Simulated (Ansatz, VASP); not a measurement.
**Ir in VASP and in Ansatz**

File INCAR:

```
SYSTEM = Ir
ALGO = Normal ; EDIFF = 1E-7
ENCUT = 520 ; GGA = PE
ISIF = 2 ; ISMEAR = -1
LASPH = .True. ; LCHARG = .False.
LREAL = .False. ; LWAVE = .False.
NBANDS = 26 ; NELM = 100
PREC = Accurate ; SIGMA = 0.1
```

Contents of KPOINTS:

```
k-points
0
Gamma
  8 6 4
  0 0 0
```

POSCAR

```
Ir
1.0
    4.2040850000      0.0000000000      0.0000000000
    0.0000000000      5.6382940000      0.0000000000
    0.0000000000      0.0000000000      9.3472920000
Ir
4
Direct
    0.6348000000      0.0205000000      0.2500000000
    0.3652000000      0.9795000000      0.7500000000
    0.1348000000      0.4795000000      0.7500000000
    0.8652000000      0.5205000000      0.2500000000
```

Input for Ansatz:

```yaml
crystal:
  lattice:
    - [4.204085, 0.0, 0.0]
    - [0.0, 5.638294, 0.0]
    - [0.0, 0.0, 9.347292]
  atoms:
    - { symbol: Ir, position: [0.6348, 0.0205, 0.25] }
    - { symbol: Ir, position: [0.3652, 0.9795, 0.75] }
    - { symbol: Ir, position: [0.1348, 0.4795, 0.75] }
    - { symbol: Ir, position: [0.8652, 0.5205, 0.25] }
  symmetry: { tolerance: 0.0003 }
kpoints:
  mp_grid: { grid: [8, 6, 4], shift: [0, 0, 0] }
  band_path:
    path:
      - [0.0, 0.0, 0.0]
      - [0.0, 0.5, 0.0]
      - [0.0, 0.5, 0.5]
      - [0.0, 0.0, 0.5]
      - [0.0, 0.0, 0.0]
      - [0.5, 0.0, 0.0]
      - [0.5, 0.5, 0.0]
      - [0.5, 0.5, 0.5]
      - [0.5, 0.0, 0.5]
      - [0.5, 0.0, 0.0]
      - [0.0, 0.5, 0.0]
    npoints: 6
magnetization:
  spin_polarized: false
scf:
  occupations: { method: fermi_dirac }
  lower_state_search: "off"
  max_iter: 200
hamiltonian:
  pseudopotentials: { kind: paw }
  xc: pbe
basis:
  ecutwfc: 420
  fft_grid_basis: typed
output:
  forces: true
  stress: true
  eigenvalues: true
  bader: true
  populations: true
  elf: true
  write_potential: true
  volumetric_format: npy
  dos:
    e_range: [-12, 8]
    de: 0.05
    projected: { site_lists: { Ir: [Ir] } }
checkpoint:
  read: saved_state
```

Alike in both runs: task single point; functional PBE; k mesh 8 × 6 × 4; no spin polarisation.

|  | VASP | Ansatz |
| --- | --- | --- |
| version | VASP 6.6.1 | Ansatz 0.2.0 |
| potentials or method | VASP PAW PBE potentials, release 64 (Ir), cutoff 520 eV | PAW plane waves |
| occupations | fermi-dirac, width 0.1 eV | fermi-dirac |
| valence electrons in the cell | 36 | 68 |

|  | VASP | Ansatz | Ansatz less VASP |
| --- | --- | --- | --- |
| pressure (GPa) | -11.5 | -11.6 | -0.08 |
| traceless stress, the component that is largest in VASP (GPa) | -13.41 | -13.55 | -0.145 |
| rms of the force components (eV/Å) | 0.663 | 0.673 | +0.0091 |

Atom by atom the forces differ by 0.009 eV/Å (rms over components). VASP's potentials hold 36 valence electrons a cell and Ansatz's 68, so a difference there can come from the potentials and not from the codes.

Spin-orbit coupling is off throughout.
